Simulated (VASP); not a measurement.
A run of VASP 6.6.1 is set up as follows.

POSCAR

```
SrO
1.0
    0.0000000000      2.5798923266      2.4550255380
    2.5798923266      0.0000000000      2.4550255380
    2.5798923266      2.5798923266      0.0000000000
Sr O
1 1
Direct
    0.0000000000      0.0000000000      0.0000000000
    0.5000000000      0.5000000000      0.5000000000
```

Contents of INCAR.step1:

```
SYSTEM = SrO
ALGO = Normal
EDIFF = 1E-5
ENCUT = 520
GGA = PE
ISIF = 2
ISMEAR = 0
LASPH = .True.
LCHARG = .False.
LREAL = .False.
LWAVE = .True.
NBANDS = 15
NELM = 60
PREC = Accurate
SIGMA = 0.01
```

Contents of INCAR.step2:

```
SYSTEM = SrO
ALGO = Normal
EDIFF = 1E-6
ENCUT = 520
GGA = PE
HFSCREEN = 0.2079
ISIF = 2
ISMEAR = 0
ISTART = 1
LASPH = .True.
LCHARG = .False.
LHFCALC = .True.
LREAL = .False.
LWAVE = .False.
NBANDS = 15
NELM = 60
PREC = Accurate
PRECFOCK = Normal
SIGMA = 0.01
```

KPOINTS

```
k-points
0
Gamma
  6 6 6
  0 0 0
```

Potentials or basis: VASP PAW PBE potentials, release 64 (Sr_sv, O).

Command:

```sh
$ cat potpaw_PBE.64/Sr_sv/POTCAR potpaw_PBE.64/O/POTCAR > POTCAR
$ cp INCAR.step1 INCAR
$ mpirun -np 1 vasp_std > vasp.out
$ cp INCAR.step2 INCAR
$ mpirun -np 1 vasp_std > vasp.out
```

**Question.** Estimate the pressure.

**Answer.** 6.0 GPa.

**Question.** What does it give for the band gap on the k mesh?

**Answer.** 4.47 eV (least direct gap 4.72 eV).

Stress tensor (GPa, compression positive):
```
 2.93  0.00  0.00
 0.00  2.93  0.00
 0.00  0.00 12.16
```

Caveat: the cell differs from its parent crystal (uniaxial z strain -4.8%); the stress differs along the axes, from 3 to 12 GPa; the PAW data sets were made with another functional, which shifts forces and pressure a little. A k mesh can miss the band edges.
